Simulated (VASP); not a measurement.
# BeCo (P4/mmm) in VASP: single point with LDA

Aim: the single point of BeCo with LDA.

Program: VASP 6.6.1. These are calculated values, not measurements. Logs are shortened: lines on timing, memory, paths and dates and some standing lists are left out, and cuts for length are marked.

## 1. The cell of the first run

It takes space group P4/mmm (No. 123, tetragonal). Conventional cell: a = 2.485 Å, b = 2.485 Å, c = 2.867 Å, α = 90.00°, β = 90.00°, γ = 90.00°. Be (site symmetry 4/mmm) has 8 Co at 2.27 Å and 6 Be at 2.48 to 2.87 Å within 3.0 Å. Within 3.0 Å of Co (site symmetry 4/mmm) lie 8 Be at 2.27 Å and 6 Co at 2.48 to 2.87 Å.

## 2. Single point, LDA, collinear spin, ferromagnetic start (stretched by +10 % along [0.0, 0.0, 1.0] at fixed volume)

The input, INCAR:

```
PREC     = Accurate       # precision mode
ENCUT    = 520            # plane-wave cutoff, eV
EDIFF    = 1E-6           # SCF threshold, eV
ISMEAR   = -1             # smearing method
SIGMA    = 0.025          # smearing width, eV
LREAL    = False          # projectors in reciprocal space
LASPH    = True           # aspherical terms in the spheres
NELM     = 150            # most SCF steps
ALGO     = Normal         # electronic algorithm
ISIF     = 2              # what is computed and relaxed
LWAVE    = False          # write WAVECAR
LCHARG   = False          # write CHGCAR
ISPIN    = 2              # spin polarisation
MAGMOM   = 0 0.4          # initial moments
LORBIT   = 11             # projections on sites
LMAXMIX  = 4              # l up to which the mixer works
NBANDS   = 16             # bands
```

The input, KPOINTS:

```
Automatic mesh
0
Gamma
  12 12 10
```

The input, POSCAR:

```
BeCo
1.0
    2.4847235075      0.0000000000      0.0000000000
    0.0000000000      2.4847235075      0.0000000000
    0.0000000000      0.0000000000      2.8666000000
Be Co
1 1
Direct
    0.0000000000      0.0000000000      0.0000000000
    0.5000000000      0.5000000000      0.5000000000
```

Potentials or basis: VASP PAW LDA potentials, release 64 (Be, Co).

Started as:

```console
$ cat potpaw_LDA.64/Be/POTCAR potpaw_LDA.64/Co/POTCAR > POTCAR
$ mpirun -np 1 vasp_std > vasp.out
```

OUTCAR:

```text
PREC = Accurate
   ENCUT = 520
   EDIFF = 1E-6
   ISMEAR = -1
   LREAL = False
   LASPH = True
   NELM = 150
   ISIF = 2
   ISPIN = 2
   LORBIT = 11

 ion  position               nearest neighbor table
   1  0.000  0.000  0.000-   2 2.27   2 2.27   2 2.27   2 2.27   2 2.27   2 2.27   2 2.27   2 2.27

   2  0.500  0.500  0.500-   1 2.27   1 2.27   1 2.27   1 2.27   1 2.27   1 2.27   1 2.27   1 2.27

  LATTYP: Found a simple tetragonal cell.
 ALAT       =     2.4847235075
 C/A-ratio  =     1.1536897330

  Lattice vectors:

 A1 = (   2.4847235075,   0.0000000000,   0.0000000000)
 A2 = (   0.0000000000,   2.4847235075,   0.0000000000)
 A3 = (   0.0000000000,   0.0000000000,   2.8666000000)

Analysis of symmetry for initial positions (statically):
=====================================================================
 Subroutine PRICEL returns:
 Original cell was already a primitive cell.

 Routine SETGRP: Setting up the symmetry group for a
 simple tetragonal supercell.

 Subroutine GETGRP returns: Found 16 space group operations
 (whereof 16 operations were pure point group operations)
 out of a pool of 16 trial point group operations.

The static configuration has the point symmetry D_4h.

Analysis of symmetry for dynamics (positions and initial velocities):
=====================================================================
 Subroutine PRICEL returns:
 Original cell was already a primitive cell.

 Routine SETGRP: Setting up the symmetry group for a
 simple tetragonal supercell.

 Subroutine GETGRP returns: Found 16 space group operations
 (whereof 16 operations were pure point group operations)
 out of a pool of 16 trial point group operations.

The dynamic configuration has the point symmetry D_4h.

Analysis of structural, dynamic, and magnetic symmetry:
=====================================================================
 Subroutine PRICEL returns:
 Original cell was already a primitive cell.

 Routine SETGRP: Setting up the symmetry group for a
 simple tetragonal supercell.

 Subroutine GETGRP returns: Found 16 space group operations
 (whereof 16 operations were pure point group operations)
 out of a pool of 16 trial point group operations.

The overall configuration has the point symmetry D_4h.

 Subroutine INISYM returns: Found 16 space group operations
 (whereof 16 operations are pure point group operations),
 and found     1 'primitive' translations

----------------------------------------------------------------------------------------

                                     Primitive cell

  volume of cell :      17.6980

  direct lattice vectors                    reciprocal lattice vectors
     2.484723508  0.000000000  0.000000000     0.402459266  0.000000000  0.000000000
     0.000000000  2.484723508  0.000000000     0.000000000  0.402459266  0.000000000
     0.000000000  0.000000000  2.866600000     0.000000000  0.000000000  0.348845322

  length of vectors
     2.484723508  2.484723508  2.866600000     0.402459266  0.402459266  0.348845322

  position of ions in fractional coordinates (direct lattice)
     0.000000000  0.000000000  0.000000000
     0.500000000  0.500000000  0.500000000

  ion indices of the primitive-cell ions
   primitive index   ion index
                 1           1
                 2           2

----------------------------------------------------------------------------------------

 KPOINTS: Automatic mesh

Automatic generation of k-mesh.
 Grid dimensions read from file:
 generate k-points for:   12   12   10

 Generating k-lattice:

  Cartesian coordinates                     Fractional coordinates (reciprocal lattice)
     0.033538272  0.000000000  0.000000000     0.083333333  0.000000000  0.000000000
     0.000000000  0.033538272  0.000000000     0.000000000  0.083333333  0.000000000
     0.000000000  0.000000000  0.034884532     0.000000000  0.000000000  0.100000000

  Length of vectors
     0.033538272  0.033538272  0.034884532

  Shift w.r.t. Gamma in fractional coordinates (k-lattice)
     0.000000000  0.000000000  0.000000000

 Subroutine IBZKPT returns following result:
 ===========================================

 Found    168 irreducible k-points:

 Following reciprocal coordinates:
            Coordinates               Weight
  0.000000  0.000000  0.000000      1.000000
  0.083333  0.000000  0.000000      4.000000
  0.166667  0.000000  0.000000      4.000000
  0.250000  0.000000  0.000000      4.000000
  0.333333  0.000000  0.000000      4.000000
  0.416667  0.000000  0.000000      4.000000
[... 16 lines left out ...]
  0.333333  0.333333  0.000000      4.000000
  0.416667  0.333333  0.000000      8.000000
 [... further k-points ...]
   k-points           NKPTS =    168   k-points in BZ     NKDIM =    168   number of bands    NBANDS=     16
   number of dos      NEDOS =    301   number of ions     NIONS =      2
   total plane-waves  NPLWV =   7776
   dimension x,y,z NGX =    18 NGY =   18 NGZ =   24
   dimension x,y,z NGXF=    36 NGYF=   36 NGZF=   48
   ions per type =               1   1
   NGX,Y,Z   is equivalent  to a cutoff of  12.04, 12.04, 13.92 a.u.
   NGXF,Y,Z  is equivalent  to a cutoff of  24.09, 24.09, 27.84 a.u.
 SYSTEM =  unknown system
   PREC   = accura    normal or accurate (medium, high low for compatibility)
   ISTART =      0    job   : 0-new  1-cont  2-samecut
   ICHARG =      2    charge: 1-file 2-atom 10-const
   ISPIN  =      2    spin polarized calculation?
   LNONCOLLINEAR =      F non collinear calculations
   LSORBIT =      F    spin-orbit coupling
   LASPH  =      T    aspherical Exc in radial PAW
   ENCUT  =  520.0 eV  38.22 Ry    6.18 a.u.   4.62  4.62  5.33*2*pi/ulx,y,z
   NELM   =    150;   NELMIN=  2; NELMDL= -5     # of ELM steps
   EDIFF  = 0.1E-05   stopping-criterion for ELM
   LREAL  =      F    real-space projection
   EDIFFG = 0.1E-04   stopping-criterion for IOM
   NSW    =      0    number of steps for IOM
   IBRION =     -1    ionic relax: 0-MD 1-quasi-New 2-CG
   NFREE  =      0    steps in history (QN), initial steepest desc. (CG)
   ISIF   =      2    stress and relaxation
   ISYM   =      2    0-nonsym 1-usesym 2-fastsym
   POTIM  = 0.5000    time-step for ionic-motion
   TEBEG  =    0.0;   TEEND  =   0.0 temperature during run
   PSTRESS=    0.0 pullay stress
   NELECT =      11.0000    total number of electrons
   NUPDOWN=      -1.0000    fix difference up-down
   EMIN   =  10.00;   EMAX   =-10.00  energy-range for DOS
   EFERMI =   0.00;   METHOD = LEGACY
   ISMEAR =    -1;   SIGMA  =   0.03  broadening in eV -4-tet -1-fermi 0-gaus
   EFERMI_NEDOS =   21; number of points for ismear=-14 and -15
   IALGO  =     38    algorithm
   IMIX   =      4    mixing-type and parameters
     AMIX     =   0.40;   BMIX     =  1.00
     AMIX_MAG =   1.60;   BMIX_MAG =  1.00
  volume/ion in A,a.u.               =       8.85        59.72
  Fermi-wavevector in a.u.,A,eV,Ry     =   1.397112  2.640159 26.557522  1.951923
  Thomas-Fermi vector in A             =   2.520400
   LORBIT       =     11    0 simple, 1 ext, 2 COOP (PROOUT), +10 PAW based schemes
   GGA     = CA    functional components
   LHFCALC =     F    Hartree Fock is set to
   AEXX    =    0.0000 exact exchange contribution
   IVDW    =     0    specifies the selected vdW correction
   LEPSILON=     F    determine dielectric tensor
   LRPA    =     F    only Hartree local field effects (RPA)
 spin polarized calculation
  energy-cutoff  :      520.00
  volume of cell :       17.70
 maximum number of plane-waves:       500
   NGX =  9   NGY =  9   NGZ = 11

 number of electron      11.0000010 magnetization       0.0201770

 number of electron      11.0000010 magnetization      -0.0065523

 Free energy of the ion-electron system (eV)
  ---------------------------------------------------
  ext. energy  EPLUGINS =         0.00000000
  ---------------------------------------------------
  free energy    TOTEN  =       -12.90102609 eV

  energy without entropy =      -12.89667986  energy(sigma->0) =      -12.89885297

 E-fermi :   8.5037     XC(G=0): -12.6912

 val. band max:        8.5013760719   @ k =   0.1667   0.0000   0.2000
 cond. band min:       8.5058029514   @ k =   0.3333   0.0000   0.1000
 fundamental gap:      0.0044268794
 Fermi energy:         8.5037342589

 spin component 1

 k-point     1 :       0.0000    0.0000    0.0000
  band No.  band energies     occupation
      1      -0.9075      1.00000
      2       5.7797      1.00000
      3       5.7988      1.00000
      4       8.4461      0.90926
      5       8.4461      0.90926
      6       8.7906      0.00001
[... 8 lines left out ...]
     15      37.0967      0.00000
     16      37.6750      0.00000
[... 419 lines left out ...]
 k-point    24 :       0.4167    0.3333    0.0000
  band No.  band energies     occupation
      1       4.1599      1.00000
      2       5.5612      1.00000
      3       7.1518      1.00000
      4       7.3606      1.00000
      5       7.5715      1.00000
      6       7.8871      1.00000
[... 8 lines left out ...]
     15      32.8468      0.00000
     16      37.1639      0.00000

 [... further k-points ...]

 spin component 2

 k-point     1 :       0.0000    0.0000    0.0000
  band No.  band energies     occupation
      1      -0.9081      1.00000
      2       5.7751      1.00000
      3       5.7948      1.00000
      4       8.4410      0.92483
      5       8.4410      0.92483
      6       8.7801      0.00002
[... 8 lines left out ...]
     15      37.0945      0.00000
     16      37.6745      0.00000
[... 419 lines left out ...]
 k-point    24 :       0.4167    0.3333    0.0000
  band No.  band energies     occupation
      1       4.1571      1.00000
      2       5.5571      1.00000
      3       7.1473      1.00000
      4       7.3572      1.00000
      5       7.5668      1.00000
      6       7.8831      1.00000
[... 8 lines left out ...]
     15      32.8461      0.00000
     16      37.1626      0.00000

 [... further k-points ...]
[... 5 lines left out ...]
  --------------------------------------------------------------------------------------
  -------------------------------------------------------------------------------------
  Total       -0.8625722     -0.8625722     -2.7915984      0.0000000      0.0000000      0.0000000
  in kB      -78.0877332    -78.0877332   -252.7203919      0.0000000      0.0000000      0.0000000
  external PRESSURE =    -136.2986194 kB  Pullay stress =       0.0000000 kB

 VOLUME and BASIS-vectors are now :
 -----------------------------------------------------------------------------
  energy-cutoff  :      520.00
  volume of cell :       17.70
      direct lattice vectors                 reciprocal lattice vectors
     2.484723508  0.000000000  0.000000000     0.402459266  0.000000000  0.000000000
     0.000000000  2.484723508  0.000000000     0.000000000  0.402459266  0.000000000
     0.000000000  0.000000000  2.866600000     0.000000000  0.000000000  0.348845322

 POSITION                                       TOTAL-FORCE (eV/Angst)
 -----------------------------------------------------------------------------------
      0.00000      0.00000      0.00000         0.000000      0.000000      0.000000
      1.24236      1.24236      1.43330         0.000000      0.000000      0.000000
 -----------------------------------------------------------------------------------
    total drift:                                0.000000     -0.000000      0.000000

  FREE ENERGIE OF THE ION-ELECTRON SYSTEM (eV)
  ---------------------------------------------------
  free  energy   TOTEN  =       -12.9010260874 eV

  energy  without entropy=      -12.8966798561  energy(sigma->0) =      -12.89885297

 total charge

# of ion       s       p       d       tot
------------------------------------------
    1        0.447   0.704   0.000   1.151
    2        0.484   0.558   7.447   8.489
--------------------------------------------------
tot          0.930   1.262   7.447   9.639

 magnetization (x)

# of ion       s       p       d       tot
------------------------------------------
    1        0.000   0.000   0.000   0.000
    2        0.000   0.000  -0.007  -0.007
--------------------------------------------------
tot          0.000   0.000  -0.007  -0.007
```

Wall time 69 s (1 thread of Intel Xeon Platinum 8488C (Sapphire Rapids), shared host); peak memory 0.18 GiB.

What came out:

| Quantity | Value |
| --- | --- |
| Free energy | -12.9010 eV |
| Pressure | -13.6 GPa |
| Net moment | -0.01 μB per cell |
| Valence electrons inside the program's atomic spheres | Be 1.15; Co 8.49 |

Levels at points of the mesh, in eV from the Fermi level:
Spin up:
| k point | band 4 | band 5 | band 6 | band 7 | band 8 | band 9 |
| --- | --- | --- | --- | --- | --- | --- |
| (0.00, 0.00, 0.00) | -0.06 | -0.06 | 0.29 | 4.44 | 9.34 | 9.34 |
| (0.50, 0.00, 0.00) | -2.00 | -0.90 | 0.09 | 1.89 | 10.78 | 13.76 |
| (0.50, 0.50, 0.00) | -1.20 | -0.49 | -0.49 | 0.98 | 7.54 | 8.22 |
| (0.00, 0.00, 0.50) | -0.76 | -0.76 | 0.32 | 0.33 | 12.83 | 12.83 |
| (0.50, 0.00, 0.50) | -1.23 | -0.67 | -0.31 | 0.37 | 6.01 | 6.68 |
| (0.50, 0.50, 0.50) | 0.39 | 1.00 | 6.72 | 6.72 | 6.83 | 6.83 |
Spin down:
| k point | band 4 | band 5 | band 6 | band 7 | band 8 | band 9 |
| --- | --- | --- | --- | --- | --- | --- |
| (0.00, 0.00, 0.00) | -0.06 | -0.06 | 0.28 | 4.44 | 9.34 | 9.34 |
| (0.50, 0.00, 0.00) | -2.00 | -0.91 | 0.09 | 1.89 | 10.78 | 13.76 |
| (0.50, 0.50, 0.00) | -1.20 | -0.49 | -0.49 | 0.98 | 7.54 | 8.21 |
| (0.00, 0.00, 0.50) | -0.76 | -0.76 | 0.31 | 0.33 | 12.83 | 12.83 |
| (0.50, 0.00, 0.50) | -1.23 | -0.68 | -0.32 | 0.37 | 6.01 | 6.67 |
| (0.50, 0.50, 0.50) | 0.39 | 0.99 | 6.71 | 6.71 | 6.83 | 6.83 |
